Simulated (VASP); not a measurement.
# Al4P (I4/mmm) in VASP: further runs

The runs below take Al4P through single point, relaxation of cell and atoms, with PBE.

Everything below comes from runs of VASP 6.6.1. Logs are shortened: lines on timing, memory, paths and dates and some standing lists are left out, and cuts for length are marked.

### 1 The cell of the first run

It takes space group I4/mmm (No. 139, tetragonal). The conventional cell has a = 4.226 Å, b = 4.226 Å, c = 10.140 Å, α = 90.00°, β = 90.00°, γ = 90.00°. Within 3.3 Å of Al (site symmetry -4m2) lie 8 Al at 2.50 to 2.99 Å. Al (site symmetry 4mm) has 5 Al at 2.39 to 2.50 Å within 3.2 Å. Within 4.2 Å of P (site symmetry 4/mmm) lie 18 Al at 3.22 to 3.88 Å.

### 2 Single point, PBE

INCAR

```
SYSTEM = Al4P
PREC = Accurate
ENCUT = 520
EDIFF = 1E-6
ISMEAR = 0
SIGMA = 0.1
LREAL = .FALSE.
LASPH = .TRUE.
NELM = 100
ALGO = Normal
ISIF = 2
LWAVE = .FALSE.
LCHARG = .FALSE.
GGA = PE
NBANDS = 16
```

KPOINTS

```
Automatic mesh
0
G
  6 6 6
  0 0 0
```

POSCAR

```
Al4P
1.0
   -2.1131884500      2.1131884500      5.0701607100
    2.1131884500     -2.1131884500      5.0701607100
    2.1131884500      2.1131884500     -5.0701607100
Al P
4 1
Direct
    0.7500000000      0.2500000000      0.5000000000
    0.6177941000      0.6177941000      0.0000000000
    0.3822059000      0.3822059000      0.0000000000
    0.2500000000      0.7500000000      0.5000000000
    0.0000000000      0.0000000000      0.0000000000
```

Potentials or basis: VASP PAW PBE potentials, release 64 (Al, P).

Run with:

```sh
$ cat potpaw_PBE.64/Al/POTCAR potpaw_PBE.64/P/POTCAR > POTCAR
$ mpirun -np 1 vasp_std > vasp.out
```

OUTCAR:

```text
SYSTEM = Al4P
   PREC = Accurate
   ENCUT = 520
   EDIFF = 1E-6
   ISMEAR = 0
   LREAL = .FALSE.
   LASPH = .TRUE.
   NELM = 100
   ISIF = 2
   GGA = PE

 ion  position               nearest neighbor table
   1  0.750  0.250  0.500-   2 2.50   3 2.50   3 2.50   2 2.50   4 2.99   4 2.99   4 2.99   4 2.99

   2  0.618  0.618  0.000-   3 2.39   1 2.50   4 2.50   1 2.50   4 2.50
   3  0.382  0.382  0.000-   2 2.39   1 2.50   4 2.50   4 2.50   1 2.50
   4  0.250  0.750  0.500-   2 2.50   3 2.50   3 2.50   2 2.50   1 2.99   1 2.99   1 2.99   1 2.99

   5  0.000  0.000  0.000-

  LATTYP: Found a body centered tetragonal cell.
 ALAT       =     4.2263769000
 C/A-ratio  =     2.3992941614

  Lattice vectors:

 A1 = (  -2.1131884500,   2.1131884500,   5.0701607100)
 A2 = (   2.1131884500,  -2.1131884500,   5.0701607100)
 A3 = (   2.1131884500,   2.1131884500,  -5.0701607100)

Analysis of symmetry for initial positions (statically):
=====================================================================
 Subroutine PRICEL returns:
 Original cell was already a primitive cell.

 Routine SETGRP: Setting up the symmetry group for a
 body centered tetragonal supercell.

 Subroutine GETGRP returns: Found 16 space group operations
 (whereof 16 operations were pure point group operations)
 out of a pool of 16 trial point group operations.

The static configuration has the point symmetry D_4h.

Analysis of symmetry for dynamics (positions and initial velocities):
=====================================================================
 Subroutine PRICEL returns:
 Original cell was already a primitive cell.

 Routine SETGRP: Setting up the symmetry group for a
 body centered tetragonal supercell.

 Subroutine GETGRP returns: Found 16 space group operations
 (whereof 16 operations were pure point group operations)
 out of a pool of 16 trial point group operations.

The dynamic configuration has the point symmetry D_4h.

 Subroutine INISYM returns: Found 16 space group operations
 (whereof 16 operations are pure point group operations),
 and found     1 'primitive' translations

----------------------------------------------------------------------------------------

                                     Primitive cell

  volume of cell :      90.5645

  direct lattice vectors                    reciprocal lattice vectors
    -2.113188450  2.113188450  5.070160710     0.000000000  0.236609281  0.098616203
     2.113188450 -2.113188450  5.070160710     0.236609281  0.000000000  0.098616203
     2.113188450  2.113188450 -5.070160710     0.236609281  0.236609281  0.000000000

  length of vectors
     5.885376834  5.885376834  5.885376834     0.256337878  0.256337878  0.334616054

  position of ions in fractional coordinates (direct lattice)
     0.750000000  0.250000000  0.500000000
     0.617794100  0.617794100  0.000000000
     0.382205900  0.382205900  0.000000000
     0.250000000  0.750000000  0.500000000
     0.000000000  0.000000000  0.000000000

  ion indices of the primitive-cell ions
   primitive index   ion index
                 1           1
                 2           2
                 3           3
                 4           4
                 5           5

----------------------------------------------------------------------------------------

 KPOINTS: Automatic mesh

Automatic generation of k-mesh.
 Grid dimensions read from file:
 generate k-points for:    6    6    6

 Generating k-lattice:

  Cartesian coordinates                     Fractional coordinates (reciprocal lattice)
     0.000000000  0.039434880  0.016436034     0.166666667 -0.000000000  0.000000000
     0.039434880  0.000000000  0.016436034    -0.000000000  0.166666667  0.000000000
     0.039434880  0.039434880  0.000000000     0.000000000  0.000000000  0.166666667

  Length of vectors
     0.042722980  0.042722980  0.055769342

  Shift w.r.t. Gamma in fractional coordinates (k-lattice)
     0.000000000  0.000000000  0.000000000

 Subroutine IBZKPT returns following result:
 ===========================================

 Found     30 irreducible k-points:

 Following reciprocal coordinates:
            Coordinates               Weight
  0.000000  0.000000  0.000000      1.000000
  0.166667 -0.000000  0.000000      8.000000
  0.333333 -0.000000  0.000000      8.000000
  0.500000 -0.000000  0.000000      4.000000
  0.166667  0.166667  0.000000      8.000000
  0.333333  0.166667  0.000000     16.000000
[... 16 lines left out ...]
 -0.333333 -0.333333  0.166667      8.000000
 -0.166667 -0.333333  0.166667      8.000000
 [... further k-points ...]
   k-points           NKPTS =     30   k-points in BZ     NKDIM =     30   number of bands    NBANDS=     16
   number of dos      NEDOS =    301   number of ions     NIONS =      5
   total plane-waves  NPLWV = 110592
   dimension x,y,z NGX =    48 NGY =   48 NGZ =   48
   dimension x,y,z NGXF=    96 NGYF=   96 NGZF=   96
   ions per type =               4   1
   NGX,Y,Z   is equivalent  to a cutoff of  13.56, 13.56, 13.56 a.u.
   NGXF,Y,Z  is equivalent  to a cutoff of  27.12, 27.12, 27.12 a.u.
 SYSTEM =  Al4P
   PREC   = accura    normal or accurate (medium, high low for compatibility)
   ISTART =      0    job   : 0-new  1-cont  2-samecut
   ICHARG =      2    charge: 1-file 2-atom 10-const
   ISPIN  =      1    spin polarized calculation?
   LNONCOLLINEAR =      F non collinear calculations
   LSORBIT =      F    spin-orbit coupling
   LASPH  =      T    aspherical Exc in radial PAW
   ENCUT  =  520.0 eV  38.22 Ry    6.18 a.u.  10.94 10.94 10.94*2*pi/ulx,y,z
   NELM   =    100;   NELMIN=  2; NELMDL= -5     # of ELM steps
   EDIFF  = 0.1E-05   stopping-criterion for ELM
   LREAL  =      F    real-space projection
   EDIFFG = 0.1E-04   stopping-criterion for IOM
   NSW    =      0    number of steps for IOM
   IBRION =     -1    ionic relax: 0-MD 1-quasi-New 2-CG
   NFREE  =      0    steps in history (QN), initial steepest desc. (CG)
   ISIF   =      2    stress and relaxation
   ISYM   =      2    0-nonsym 1-usesym 2-fastsym
   POTIM  = 0.5000    time-step for ionic-motion
   TEBEG  =    0.0;   TEEND  =   0.0 temperature during run
   PSTRESS=    0.0 pullay stress
   NELECT =      17.0000    total number of electrons
   NUPDOWN=      -1.0000    fix difference up-down
   EMIN   =  10.00;   EMAX   =-10.00  energy-range for DOS
   EFERMI =   0.00;   METHOD = LEGACY
   ISMEAR =     0;   SIGMA  =   0.10  broadening in eV -4-tet -1-fermi 0-gaus
   EFERMI_NEDOS =   21; number of points for ismear=-14 and -15
   IALGO  =     38    algorithm
   IMIX   =      4    mixing-type and parameters
     AMIX     =   0.40;   BMIX     =  1.00
     AMIX_MAG =   1.60;   BMIX_MAG =  1.00
  volume/ion in A,a.u.               =      18.11       122.23
  Fermi-wavevector in a.u.,A,eV,Ry     =   0.937357  1.771348 11.954601  0.878638
  Thomas-Fermi vector in A             =   2.064460
   LORBIT       =      0    0 simple, 1 ext, 2 COOP (PROOUT), +10 PAW based schemes
   GGA     = PE    functional components
   LHFCALC =     F    Hartree Fock is set to
   AEXX    =    0.0000 exact exchange contribution
   IVDW    =     0    specifies the selected vdW correction
   LEPSILON=     F    determine dielectric tensor
   LRPA    =     F    only Hartree local field effects (RPA)
 non-spin polarized calculation
 Gauss-broadening in eV      SIGMA  =   0.10
  energy-cutoff  :      520.00
  volume of cell :       90.56
 maximum number of plane-waves:      2453
 NGX is ok and might be reduce to    48
   NGX = 21   NGY = 21   NGZ = 21

 number of electron      17.0000000 magnetization

 Free energy of the ion-electron system (eV)
  ---------------------------------------------------
  ext. energy  EPLUGINS =         0.00000000
  ---------------------------------------------------
  free energy    TOTEN  =       -17.34719683 eV

  energy without entropy =      -17.32900119  energy(sigma->0) =      -17.33809901

 E-fermi :   6.6405     XC(G=0):  -9.8890

 val. band max:        6.5987586701   @ k =  -0.1667   0.3333   0.1667
 cond. band min:       6.6432487341   @ k =   0.1667   0.1667   0.0000
 fundamental gap:      0.0444900639
 Fermi energy:         6.6404681480

 k-point     1 :       0.0000    0.0000    0.0000
  band No.  band energies     occupation
      1      -4.7897      2.00000
      2      -0.7999      2.00000
      3       1.5747      2.00000
      4       3.6962      2.00000
      5       4.4226      2.00000
      6       4.4226      2.00000
[... 8 lines left out ...]
     15      11.8900      0.00000
     16      13.1705      0.00000

 k-point     2 :       0.1667   -0.0000    0.0000
  band No.  band energies     occupation
      1      -4.5644      2.00000
      2      -0.9435      2.00000
      3       1.5808      2.00000
      4       2.6334      2.00000
      5       3.1279      2.00000
      6       4.3416      2.00000
[... 8 lines left out ...]
     15      12.4409      0.00000
     16      13.0390      0.00000

 k-point     3 :       0.3333   -0.0000    0.0000
  band No.  band energies     occupation
      1      -3.9479      2.00000
      2      -1.2729      2.00000
      3       0.2733      2.00000
      4       1.7783      2.00000
      5       3.7373      2.00000
      6       4.6215      2.00000
[... 8 lines left out ...]
     15      10.9873      0.00000
     16      12.1643      0.00000

 k-point     4 :       0.5000   -0.0000    0.0000
  band No.  band energies     occupation
      1      -3.4183      2.00000
      2      -1.6995      2.00000
      3      -0.2982      2.00000
      4       1.4242      2.00000
      5       4.8711      2.00000
      6       5.1189      2.00000
[... 8 lines left out ...]
     15      10.8736      0.00000
     16      13.5628      0.00000
[... 324 lines left out ...]
 k-point    22 :      -0.1667    0.5000    0.1667
  band No.  band energies     occupation
      1      -3.6527      2.00000
      2      -1.7639      2.00000
      3      -0.4334      2.00000
      4       2.5419      2.00000
      5       4.2282      2.00000
      6       4.6512      2.00000
[... 8 lines left out ...]
     15      10.3619      0.00000
     16      11.7897      0.00000

 k-point    23 :      -0.3333   -0.3333    0.1667
  band No.  band energies     occupation
      1      -3.9321      2.00000
      2      -2.0205      2.00000
      3       0.7359      2.00000
      4       2.0805      2.00000
      5       4.0073      2.00000
      6       5.4128      2.00000
[... 8 lines left out ...]
     15      11.1697      0.00000
     16      11.3178      0.00000

 k-point    24 :      -0.1667   -0.3333    0.1667
  band No.  band energies     occupation
      1      -4.3067      2.00000
      2      -1.7457      2.00000
      3       1.0689      2.00000
      4       3.1004      2.00000
      5       3.8063      2.00000
      6       4.4848      2.00000
[... 8 lines left out ...]
     15      11.6449      0.00000
     16      11.6615      0.00000

 [... further k-points ...]
[... 5 lines left out ...]
  --------------------------------------------------------------------------------------
  -------------------------------------------------------------------------------------
  Total        1.9986286      1.9986286      8.4189776      0.0000000      0.0000000      0.0000000
  in kB       35.3577414     35.3577414    148.9401417      0.0000000      0.0000000      0.0000000
  external PRESSURE =      73.2185415 kB  Pullay stress =       0.0000000 kB

 VOLUME and BASIS-vectors are now :
 -----------------------------------------------------------------------------
  energy-cutoff  :      520.00
  volume of cell :       90.56
      direct lattice vectors                 reciprocal lattice vectors
    -2.113188450  2.113188450  5.070160710     0.000000000  0.236609281  0.098616203
     2.113188450 -2.113188450  5.070160710     0.236609281  0.000000000  0.098616203
     2.113188450  2.113188450 -5.070160710     0.236609281  0.236609281  0.000000000

 POSITION                                       TOTAL-FORCE (eV/Angst)
 -----------------------------------------------------------------------------------
      0.00000      2.11319      2.53508         0.000000      0.000000      0.000000
      0.00000      0.00000      6.26463        -0.000000     -0.000000     -1.167447
      0.00000      0.00000      3.87569        -0.000000     -0.000000      1.167447
      2.11319      0.00000      2.53508         0.000000      0.000000      0.000000
      0.00000      0.00000      0.00000         0.000000      0.000000      0.000000
 -----------------------------------------------------------------------------------
    total drift:                                0.000000     -0.000000     -0.000000

  FREE ENERGIE OF THE ION-ELECTRON SYSTEM (eV)
  ---------------------------------------------------
  free  energy   TOTEN  =       -17.3471968314 eV

  energy  without entropy=      -17.3290011931  energy(sigma->0) =      -17.33809901
```

Run time: 61 s. Hardware: 1 thread of Intel Xeon 6975P-C, shared host; peak memory 0.3 GiB.

Results:

```yaml
Free_energy: -17.3472 eV
Pressure: 7.3 GPa
Largest_force: 1.167 eV/Å
```

Forces on the atoms (eV/Å):
```
Al   0.000  0.000  0.000
Al   0.000  0.000 -1.167
Al   0.000  0.000  1.167
Al   0.000  0.000  0.000
P    0.000  0.000  0.000
```

Levels at points of the mesh, in eV from the Fermi level:
| k point | band 6 | band 7 | band 8 | band 9 | band 10 | band 11 | band 12 | band 13 |
| --- | --- | --- | --- | --- | --- | --- | --- | --- |
| (0.00, 0.00, 0.00) | -2.22 | -2.00 | -2.00 | -1.60 | -0.69 | 1.10 | 2.99 | 2.99 |
| (0.50, 0.00, 0.00) | -1.52 | -1.19 | -0.95 | -0.24 | 0.32 | 1.32 | 1.36 | 3.04 |
| (0.50, 0.50, 0.00) | -4.42 | -2.31 | -1.66 | -1.14 | -0.87 | 3.06 | 4.41 | 4.76 |
| (0.50, 0.50, 0.50) | -1.34 | -0.10 | 0.41 | 0.54 | 0.54 | 1.80 | 2.28 | 2.28 |

Caveat: forces of over 1 eV/Å act on the atoms, so gaps and moduli don't describe the material at rest.

(Part 1 of 2 ends here.)
